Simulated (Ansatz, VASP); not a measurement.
InPd in VASP and in Ansatz

INCAR

```
SYSTEM = InPd
PREC = Accurate
ENCUT = 520
EDIFF = 1E-6
ISMEAR = 0
SIGMA = 0.15
LREAL = .FALSE.
LASPH = .TRUE.
NELM = 60
ALGO = Fast
ISIF = 2
LWAVE = .FALSE.
LCHARG = .FALSE.
GGA = PE
NBANDS = 18
```

KPOINTS

```
regular mesh
0
G
  14 14 14
  0 0 0
```

Contents of POSCAR:

```
InPd
1.0
    3.2667572751      0.0000000000      0.0000000000
    0.0000000000      3.2667572751      0.0000000000
    0.0000000000      0.0000000000      3.3822762378
In Pd
1 1
Direct
   -0.0053840416      0.0000000000      0.0000000000
    0.5058089164      0.5000000000      0.5000000000
```

Input for Ansatz:

```yaml
crystal:
  lattice:
    - [3.2667572751, 0.0, 0.0]
    - [0.0, 3.2667572751, 0.0]
    - [0.0, 0.0, 3.3822762378]
  atoms:
    - { symbol: In, position: [-0.0053840416, 0.0, 0.0] }
    - { symbol: Pd, position: [0.5058089164, 0.5, 0.5] }
basis:
  ecutwfc: 420
kpoints:
  mp_grid: { grid: [14, 14, 14] }
hamiltonian:
  xc: pbe
scf:
  occupations: { method: gaussian, width: 0.15 }
output:
  forces: true
  stress: true
  eigenvalues: true
```

Change from the starting cell: mode 4 frozen in at -0.019 Å, strain +e along z and -e/2 along x and y +0.0233.

Alike in both runs: task single point; functional PBE; k mesh 14 × 14 × 14; occupations gaussian, width 0.15 eV; no spin polarisation.

|  | VASP | Ansatz |
| --- | --- | --- |
| version | VASP 6.6.1 | Ansatz 0.2.0 |
| potentials or method | VASP PAW PBE potentials, release 64 (In_d, Pd), cutoff 520 eV | scalar-relativistic, plane waves, PAW |
| valence electrons in the cell | 23 | 31 |

VASP gave:

- gap on the k mesh at the Fermi level (eV): none
- pressure (GPa): 0.1
- traceless stress, the component that is largest in VASP (GPa): -0.56
- rms of the force components (eV/Å): 0.073

Estimate Ansatz's values.

gap on the k mesh at the Fermi level (eV): none; pressure (GPa): 0.1; traceless stress, the component that is largest in VASP (GPa): -0.56; rms of the force components (eV/Å): 0.072.

Atom by atom the forces differ by 0.001 eV/Å (rms over components). A gap of «none» marks a metal or a gap that the smearing closes. VASP's potentials hold 23 valence electrons a cell and Ansatz's 31, so a difference there can come from the potentials and not from the codes.
